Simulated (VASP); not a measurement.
# Al (P6_3/mmc) in VASP: a series of runs

Al is run at these levels: LDA; tasks: single point.

Program: VASP 6.6.1. These are calculated values, not measurements. Logs are shortened: lines on timing, memory, paths and dates and some standing lists are left out, and cuts for length are marked.

## 1. The cell of the first run

The structure is hexagonal, space group P6_3/mmc (No. 194). Conventional cell: a = 2.845 Å, b = 2.845 Å, c = 4.686 Å, α = 90.00°, β = 90.00°, γ = 120.00°. Within 3.7 Å of Al (site symmetry -6m2) lie 12 Al at 2.84 to 2.86 Å.

This isn't the form of Al at room conditions, which is fcc.

## 2. Single point, LDA

INCAR reads:

```
PREC = Accurate
ENCUT = 520
EDIFF = 1E-7
ISMEAR = 0
SIGMA = 0.15
LREAL = F
LASPH = T
NELM = 100
ALGO = Normal
ISIF = 2
LWAVE = F
LCHARG = F
NBANDS = 10
```

KPOINTS reads:

```
Automatic mesh
0
Gamma
  18 18 10
```

POSCAR reads:

```
Al
1.0
    2.8445000000      0.0000000000      0.0000000000
   -1.4222500000      2.4634092611      0.0000000000
    0.0000000000      0.0000000000      4.6862330202
Al
2
Direct
    0.6666666667      0.3333333333      0.7500000000
    0.3333333333      0.6666666667      0.2500000000
```

Potentials or basis: VASP PAW LDA potentials, release 64 (Al).

The run is started by

```console
$ cat potpaw_LDA.64/Al/POTCAR > POTCAR
$ mpirun -np 1 vasp_std > vasp.out
```

OUTCAR:

```text
PREC = Accurate
   ENCUT = 520
   EDIFF = 1E-7
   ISMEAR = 0
   LREAL = F
   LASPH = T
   NELM = 100
   ISIF = 2

 ion  position               nearest neighbor table
   1  0.667  0.333  0.750-   2 2.86   2 2.86   2 2.86   2 2.86   2 2.86   2 2.86
   2  0.333  0.667  0.250-   1 2.86   1 2.86   1 2.86   1 2.86   1 2.86   1 2.86

  LATTYP: Found a hexagonal cell.
 ALAT       =     2.8445000000
 C/A-ratio  =     1.6474716190

  Lattice vectors:

 A1 = (   2.8445000000,   0.0000000000,   0.0000000000)
 A2 = (  -1.4222500000,   2.4634092611,   0.0000000000)
 A3 = (   0.0000000000,   0.0000000000,   4.6862330202)

Analysis of symmetry for initial positions (statically):
=====================================================================
 Subroutine PRICEL returns:
 Original cell was already a primitive cell.

 Routine SETGRP: Setting up the symmetry group for a
 hexagonal supercell.

 Subroutine GETGRP returns: Found 24 space group operations
 (whereof 12 operations were pure point group operations)
 out of a pool of 24 trial point group operations.

The static configuration has the point symmetry D_3d.
 The point group associated with its full space group is D_6h.

Analysis of symmetry for dynamics (positions and initial velocities):
=====================================================================
 Subroutine PRICEL returns:
 Original cell was already a primitive cell.

 Routine SETGRP: Setting up the symmetry group for a
 hexagonal supercell.

 Subroutine GETGRP returns: Found 24 space group operations
 (whereof 12 operations were pure point group operations)
 out of a pool of 24 trial point group operations.

The dynamic configuration has the point symmetry D_3d.
 The point group associated with its full space group is D_6h.

 Subroutine INISYM returns: Found 24 space group operations
 (whereof 12 operations are pure point group operations),
 and found     1 'primitive' translations

----------------------------------------------------------------------------------------

                                     Primitive cell

  volume of cell :      32.8372

  direct lattice vectors                    reciprocal lattice vectors
     2.844500000  0.000000000  0.000000000     0.351555634  0.202970740  0.000000000
    -1.422250000  2.463409261  0.000000000     0.000000000  0.405941479  0.000000000
     0.000000000  0.000000000  4.686233020     0.000000000  0.000000000  0.213391011

  length of vectors
     2.844500000  2.844500000  4.686233020     0.405941479  0.405941479  0.213391011

  position of ions in fractional coordinates (direct lattice)
     0.666666667  0.333333333  0.750000000
     0.333333333  0.666666667  0.250000000

  ion indices of the primitive-cell ions
   primitive index   ion index
                 1           1
                 2           2

----------------------------------------------------------------------------------------

 KPOINTS: Automatic mesh

Automatic generation of k-mesh.
 Grid dimensions read from file:
 generate k-points for:   18   18   10

 Generating k-lattice:

  Cartesian coordinates                     Fractional coordinates (reciprocal lattice)
     0.019530869  0.011276152  0.000000000     0.055555556 -0.000000000  0.000000000
     0.000000000  0.022552304  0.000000000     0.000000000  0.055555556  0.000000000
     0.000000000  0.000000000  0.021339101     0.000000000  0.000000000  0.100000000

  Length of vectors
     0.022552304  0.022552304  0.021339101

  Shift w.r.t. Gamma in fractional coordinates (k-lattice)
     0.000000000  0.000000000  0.000000000

 Subroutine IBZKPT returns following result:
 ===========================================

 Found    222 irreducible k-points:

 Following reciprocal coordinates:
            Coordinates               Weight
  0.000000  0.000000  0.000000      1.000000
  0.055556  0.000000  0.000000      6.000000
  0.111111  0.000000  0.000000      6.000000
  0.166667  0.000000  0.000000      6.000000
  0.222222  0.000000  0.000000      6.000000
  0.277778  0.000000  0.000000      6.000000
[... 16 lines left out ...]
  0.333333  0.111111  0.000000     12.000000
  0.388889  0.111111  0.000000     12.000000
 [... further k-points ...]
   k-points           NKPTS =    222   k-points in BZ     NKDIM =    222   number of bands    NBANDS=     10
   number of dos      NEDOS =    301   number of ions     NIONS =      2
   total plane-waves  NPLWV =  20736
   dimension x,y,z NGX =    24 NGY =   24 NGZ =   36
   dimension x,y,z NGXF=    48 NGYF=   48 NGZF=   72
   ions per type =               2
   NGX,Y,Z   is equivalent  to a cutoff of  14.03, 14.03, 12.77 a.u.
   NGXF,Y,Z  is equivalent  to a cutoff of  28.05, 28.05, 25.54 a.u.
 SYSTEM =  unknown system
   PREC   = accura    normal or accurate (medium, high low for compatibility)
   ISTART =      0    job   : 0-new  1-cont  2-samecut
   ICHARG =      2    charge: 1-file 2-atom 10-const
   ISPIN  =      1    spin polarized calculation?
   LNONCOLLINEAR =      F non collinear calculations
   LSORBIT =      F    spin-orbit coupling
   LASPH  =      T    aspherical Exc in radial PAW
   ENCUT  =  520.0 eV  38.22 Ry    6.18 a.u.   5.29  5.29  8.71*2*pi/ulx,y,z
   NELM   =    100;   NELMIN=  2; NELMDL= -5     # of ELM steps
   EDIFF  = 0.1E-06   stopping-criterion for ELM
   LREAL  =      F    real-space projection
   EDIFFG = 0.1E-05   stopping-criterion for IOM
   NSW    =      0    number of steps for IOM
   IBRION =     -1    ionic relax: 0-MD 1-quasi-New 2-CG
   NFREE  =      0    steps in history (QN), initial steepest desc. (CG)
   ISIF   =      2    stress and relaxation
   ISYM   =      2    0-nonsym 1-usesym 2-fastsym
   POTIM  = 0.5000    time-step for ionic-motion
   TEBEG  =    0.0;   TEEND  =   0.0 temperature during run
   PSTRESS=    0.0 pullay stress
   NELECT =       6.0000    total number of electrons
   NUPDOWN=      -1.0000    fix difference up-down
   EMIN   =  10.00;   EMAX   =-10.00  energy-range for DOS
   EFERMI =   0.00;   METHOD = LEGACY
   ISMEAR =     0;   SIGMA  =   0.15  broadening in eV -4-tet -1-fermi 0-gaus
   EFERMI_NEDOS =   21; number of points for ismear=-14 and -15
   IALGO  =     38    algorithm
   IMIX   =      4    mixing-type and parameters
     AMIX     =   0.40;   BMIX     =  1.00
     AMIX_MAG =   1.60;   BMIX_MAG =  1.00
  volume/ion in A,a.u.               =      16.42       110.80
  Fermi-wavevector in a.u.,A,eV,Ry     =   0.928973  1.755505 11.741705  0.862991
  Thomas-Fermi vector in A             =   2.055206
   LORBIT       =      0    0 simple, 1 ext, 2 COOP (PROOUT), +10 PAW based schemes
   GGA     = CA    functional components
   LHFCALC =     F    Hartree Fock is set to
   AEXX    =    0.0000 exact exchange contribution
   IVDW    =     0    specifies the selected vdW correction
   LEPSILON=     F    determine dielectric tensor
   LRPA    =     F    only Hartree local field effects (RPA)
 non-spin polarized calculation
 Gauss-broadening in eV      SIGMA  =   0.15
  energy-cutoff  :      520.00
  volume of cell :       32.84
 maximum number of plane-waves:       900
 NGX is ok and might be reduce to    24
   NGX = 11   NGY = 11   NGZ = 17

 number of electron       6.0000000 magnetization

 Free energy of the ion-electron system (eV)
  ---------------------------------------------------
  ext. energy  EPLUGINS =         0.00000000
  ---------------------------------------------------
  free energy    TOTEN  =        -8.30946128 eV

  energy without entropy =       -8.29774654  energy(sigma->0) =       -8.30360391

 E-fermi :   7.8377     XC(G=0): -10.3633

 val. band max:        7.8352227455   @ k =   0.3889   0.1667   0.2000
 cond. band min:       7.8463803695   @ k =   0.3889   0.1111   0.0000
 fundamental gap:      0.0111576240
 Fermi energy:         7.8377157367

 k-point     1 :       0.0000    0.0000    0.0000
  band No.  band energies     occupation
      1      -3.2940      2.00000
      2       3.2315      2.00000
      3       3.3284      2.00000
      4      18.4703      0.00000
      5      18.4703      0.00000
      6      18.9111      0.00000
      7      18.9111      0.00000
      8      19.8360      0.00000
      9      21.7291      0.00000
     10      21.9490      0.00000

 k-point     2 :       0.0556    0.0000    0.0000
  band No.  band energies     occupation
      1      -3.2190      2.00000
      2       3.3011      2.00000
      3       3.4019      2.00000
      4      16.9414      0.00000
      5      17.5765      0.00000
      6      18.7525      0.00000
      7      19.9341      0.00000
      8      20.4954      0.00000
      9      21.6513      0.00000
     10      22.3063      0.00000

 k-point     3 :       0.1111    0.0000    0.0000
  band No.  band energies     occupation
      1      -2.9940      2.00000
      2       3.5099      2.00000
      3       3.6216      2.00000
      4      14.8846      0.00000
      5      16.6237      0.00000
      6      18.0073      0.00000
      7      20.3074      0.00000
      8      20.6386      0.00000
      9      21.2621      0.00000
     10      21.5528      0.00000

 k-point     4 :       0.1667    0.0000    0.0000
  band No.  band energies     occupation
      1      -2.6199      2.00000
      2       3.8578      2.00000
      3       3.9851      2.00000
      4      12.8361      0.00000
      5      15.7941      0.00000
      6      17.1180      0.00000
      7      18.7783      0.00000
      8      18.8564      0.00000
      9      21.1485      0.00000
     10      21.7603      0.00000

 k-point     5 :       0.2222    0.0000    0.0000
  band No.  band energies     occupation
      1      -2.0978      2.00000
      2       4.3448      2.00000
      3       4.4867      2.00000
      4      10.8737      0.00000
      5      15.0924      0.00000
      6      16.0697      0.00000
      7      16.8712      0.00000
      8      17.4941      0.00000
      9      20.5298      0.00000
     10      21.1245      0.00000

 k-point     6 :       0.2778    0.0000    0.0000
  band No.  band energies     occupation
      1      -1.4296      2.00000
      2       4.9704      2.00000
      3       5.1118      2.00000
      4       9.0336      0.00000
      5      14.5190      0.00000
      6      14.7494      0.00000
      7      15.0423      0.00000
      8      16.5400      0.00000
      9      20.0231      0.00000
     10      20.5033      0.00000
[... 183 lines left out ...]
 k-point    21 :       0.2222    0.1111    0.0000
  band No.  band energies     occupation
      1      -1.2076      2.00000
      2       5.1788      2.00000
      3       5.3194      2.00000
      4       9.2369      0.00000
      5      11.6446      0.00000
      6      15.1751      0.00000
      7      15.4337      0.00000
      8      17.7937      0.00000
      9      18.0055      0.00000
     10      19.1806      0.00000

 k-point    22 :       0.2778    0.1111    0.0000
  band No.  band energies     occupation
      1      -0.3968      2.00000
      2       5.9414      2.00000
      3       5.9730      2.00000
      4       7.6167      1.96281
      5      11.1307      0.00000
      6      13.5001      0.00000
      7      13.8859      0.00000
      8      17.3737      0.00000
      9      17.4657      0.00000
     10      18.7638      0.00000

 k-point    23 :       0.3333    0.1111    0.0000
  band No.  band energies     occupation
      1       0.5548      2.00000
      2       5.5864      2.00000
      3       6.8371      2.00000
      4       7.2824      2.00000
      5      10.6902      0.00000
      6      11.9345      0.00000
      7      12.5015      0.00000
      8      17.0708      0.00000
      9      17.0912      0.00000
     10      18.4548      0.00000

 k-point    24 :       0.3889    0.1111    0.0000
  band No.  band energies     occupation
      1       1.6424      2.00000
      2       4.2103      2.00000
      3       7.8464      0.93489
      4       8.1682      0.00184
      5      10.1412      0.00000
      6      10.5183      0.00000
      7      11.4932      0.00000
      8      16.8691      0.00000
      9      16.8879      0.00000
     10      18.2661      0.00000

 [... further k-points ...]
[... 5 lines left out ...]
  --------------------------------------------------------------------------------------
  -------------------------------------------------------------------------------------
  Total       -0.4331289     -0.4331289     -0.4592274     -0.0000000      0.0000000      0.0000000
  in kB      -21.1330082    -21.1330082    -22.4063933     -0.0000000      0.0000000      0.0000000
  external PRESSURE =     -21.5574699 kB  Pullay stress =       0.0000000 kB

 VOLUME and BASIS-vectors are now :
 -----------------------------------------------------------------------------
  energy-cutoff  :      520.00
  volume of cell :       32.84
      direct lattice vectors                 reciprocal lattice vectors
     2.844500000  0.000000000  0.000000000     0.351555634  0.202970740  0.000000000
    -1.422250000  2.463409261  0.000000000     0.000000000  0.405941479  0.000000000
     0.000000000  0.000000000  4.686233020     0.000000000  0.000000000  0.213391011

 POSITION                                       TOTAL-FORCE (eV/Angst)
 -----------------------------------------------------------------------------------
      1.42225      0.82114      3.51467        -0.000000      0.000000      0.000000
     -0.00000      1.64227      1.17156         0.000000     -0.000000      0.000000
 -----------------------------------------------------------------------------------
    total drift:                                0.000000     -0.000000      0.000000

  FREE ENERGIE OF THE ION-ELECTRON SYSTEM (eV)
  ---------------------------------------------------
  free  energy   TOTEN  =        -8.3094612801 eV

  energy  without entropy=       -8.2977465354  energy(sigma->0) =       -8.30360391
```

It took 78 s on 1 thread of AMD EPYC 7R13, shared host; peak memory 0.14 GiB.

Results:

```yaml
Free_energy: -8.3095 eV
Pressure: -2.2 GPa
Band_gap_on_the_k_mesh: zero (bands 3 and 4 overlap by 7.29 eV)
```

## 3. Single point, LDA

This run uses another cell than the first one, of 16.48 Å³/atom.

INCAR reads:

```
SYSTEM = Al
  PREC = Accurate
  ENCUT = 520
  EDIFF = 1E-6
  ISMEAR = 0
  SIGMA = 0.15
  LREAL = .FALSE.
  LASPH = .TRUE.
  NELM = 60
  ALGO = Fast
  ISIF = 2
  LWAVE = .FALSE.
  LCHARG = .FALSE.
  NBANDS = 10
```

KPOINTS reads:

```
Automatic mesh
0
G
  18 18 10
  0 0 0
```

POSCAR reads:

```
Al
1.0
    2.7814000000      0.0000000000      0.0000000000
   -1.3907000000      2.4087630581      0.0000000000
    0.0000000000      0.0000000000      4.9205000000
Al
2
Direct
    0.6666666667      0.3333333333      0.7500000000
    0.3333333333      0.6666666667      0.2500000000
```

Potentials or basis: VASP PAW LDA potentials, release 64 (Al).

The run is started by

```console
$ cat potpaw_LDA.64/Al/POTCAR > POTCAR
$ mpirun -np 1 vasp_std > vasp.out
```

Run time: 78 s. Hardware: 1 thread of AMD EPYC 7R13, shared host; peak memory 0.15 GiB.

The run converged. Its results:

```
Free energy            : -8.2965 eV
Pressure               : -1.9 GPa
Band gap on the k mesh : zero (bands 3 and 4 overlap by 6.56 eV)
```

Stress tensor (GPa, compression positive):
```
-0.73  0.00  0.00
 0.00 -0.73  0.00
 0.00  0.00 -4.29
```

Levels at points of the mesh, in eV from the Fermi level:
```csv
k point,band 1,band 2,band 3,band 4,band 5,band 6
"(0.00, 0.00, 0.00)",-11.08,-5.33,-4.89,10.79,11.69,11.80
"(0.50, 0.00, 0.00)",-4.92,-4.84,0.44,0.67,1.20,1.50
"(0.00, 0.00, 0.50)",-9.57,-9.57,2.04,2.04,12.78,12.78
"(0.50, 0.00, 0.50)",-3.75,-3.75,-3.02,-3.02,7.40,7.40
```

## 4. Single point, LDA

This run uses another cell than the first one, of 16.53 Å³/atom.

INCAR reads:

```
SYSTEM = Al
PREC     = Accurate       ! precision mode
ENCUT    = 520            ! plane-wave cutoff, eV
EDIFF    = 1E-6           ! SCF threshold, eV
ISMEAR   = 0              ! smearing method
SIGMA    = 0.15           ! smearing width, eV
LREAL    = .False.        ! projectors in reciprocal space
LASPH    = .True.         ! aspherical terms in the spheres
NELM     = 100            ! most SCF steps
ALGO     = Fast           ! electronic algorithm
ISIF     = 2              ! what is computed and relaxed
LWAVE    = .False.        ! write WAVECAR
LCHARG   = .False.        ! write CHGCAR
NBANDS   = 10             ! bands
```

KPOINTS reads:

```
Automatic mesh
0
Gamma
  18 18 10
  0 0 0
```

POSCAR reads:

```
Al
1.0
    2.8024648109      0.0000000000      0.0000000000
   -1.4012324054      2.4270057195      0.0000000000
    0.0000000000      0.0000000000      4.8620000000
Al
2
Direct
    0.6666666667      0.3333333333      0.7500000000
    0.3333333333      0.6666666667      0.2500000000
```

Potentials or basis: VASP PAW LDA potentials, release 64 (Al).

The run is started by

```console
$ cat potpaw_LDA.64/Al/POTCAR > POTCAR
$ mpirun -np 1 vasp_std > vasp.out
```

OUTCAR:

```text
SYSTEM = Al
   PREC = Accurate
   ENCUT = 520
   EDIFF = 1E-6
   ISMEAR = 0
   LREAL = .False.
   LASPH = .True.
   NELM = 100
   ISIF = 2

 ion  position               nearest neighbor table
   1  0.667  0.333  0.750-   2 2.92   2 2.92   2 2.92   2 2.92   2 2.92   2 2.92
   2  0.333  0.667  0.250-   1 2.92   1 2.92   1 2.92   1 2.92   1 2.92   1 2.92

  LATTYP: Found a hexagonal cell.
 ALAT       =     2.8024648109
 C/A-ratio  =     1.7349013558

  Lattice vectors:

 A1 = (   2.8024648109,   0.0000000000,   0.0000000000)
 A2 = (  -1.4012324054,   2.4270057195,   0.0000000000)
 A3 = (   0.0000000000,   0.0000000000,   4.8620000000)

Analysis of symmetry for initial positions (statically):
[... 494 lines left out ...]
     10      18.7869      0.00000

 [... further k-points ...]
[... 5 lines left out ...]
  --------------------------------------------------------------------------------------
  -------------------------------------------------------------------------------------
  Total       -0.3625798     -0.3625798     -0.7458615     -0.0000000     -0.0000000      0.0000000
  in kB      -17.5666215    -17.5666215    -36.1362300     -0.0000000     -0.0000000      0.0000000
  external PRESSURE =     -23.7564910 kB  Pullay stress =       0.0000000 kB

 VOLUME and BASIS-vectors are now :
 -----------------------------------------------------------------------------
  energy-cutoff  :      520.00
  volume of cell :       33.07
      direct lattice vectors                 reciprocal lattice vectors
     2.802464811  0.000000000  0.000000000     0.356828745  0.206015172  0.000000000
    -1.401232405  2.427005719  0.000000000     0.000000000  0.412030343  0.000000000
     0.000000000  0.000000000  4.862000000     0.000000000  0.000000000  0.205676676

 POSITION                                       TOTAL-FORCE (eV/Angst)
 -----------------------------------------------------------------------------------
      1.40123      0.80900      3.64650        -0.000000     -0.000000      0.000000
     -0.00000      1.61800      1.21550         0.000000      0.000000      0.000000
 -----------------------------------------------------------------------------------
    total drift:                                0.000000     -0.000000     -0.000000

  FREE ENERGIE OF THE ION-ELECTRON SYSTEM (eV)
  ---------------------------------------------------
  free  energy   TOTEN  =        -8.3021768294 eV

  energy  without entropy=       -8.2932229893  energy(sigma->0) =       -8.29769991
```

OSZICAR:

```text
N       E                     dE             d eps       ncg     rms          rms(c)
DAV:   1    -0.966195770746E+00   -0.96620E+00   -0.23830E+03  4440   0.477E+02
DAV:   2    -0.820745707882E+01   -0.72413E+01   -0.69952E+01  5900   0.542E+01
DAV:   3    -0.836178033475E+01   -0.15432E+00   -0.15350E+00  5886   0.630E+00
DAV:   4    -0.836231270069E+01   -0.53237E-03   -0.53233E-03  5410   0.427E-01
DAV:   5    -0.836231522299E+01   -0.25223E-05   -0.25221E-05  5308   0.294E-02    0.190E+00
RMM:   6    -0.832558165618E+01    0.36734E-01   -0.42121E-03  4505   0.324E-01    0.109E+00
RMM:   7    -0.830224534108E+01    0.23336E-01   -0.10533E-02  4666   0.506E-01    0.157E-01
RMM:   8    -0.830216902701E+01    0.76314E-04   -0.56741E-04  4925   0.146E-01    0.402E-02
RMM:   9    -0.830217668868E+01   -0.76617E-05   -0.70287E-05  5176   0.646E-02    0.150E-02
RMM:  10    -0.830217682941E+01   -0.14072E-06   -0.95605E-06  5217   0.190E-02
   1 F= -.83021768E+01 E0= -.82976999E+01  d E =-.895384E-02
```

It took 21 s on 1 thread of AMD EPYC 9R45 (Zen 5), shared host; peak memory 0.14 GiB.

Results:

```yaml
Free_energy: -8.3022 eV
Pressure: -2.4 GPa
Band_gap_on_the_k_mesh: zero (bands 3 and 4 overlap by 6.76 eV)
```

Stress tensor (GPa, compression positive):
```
-1.76  0.00  0.00
 0.00 -1.76  0.00
 0.00  0.00 -3.61
```

[end of part 1 of 2]
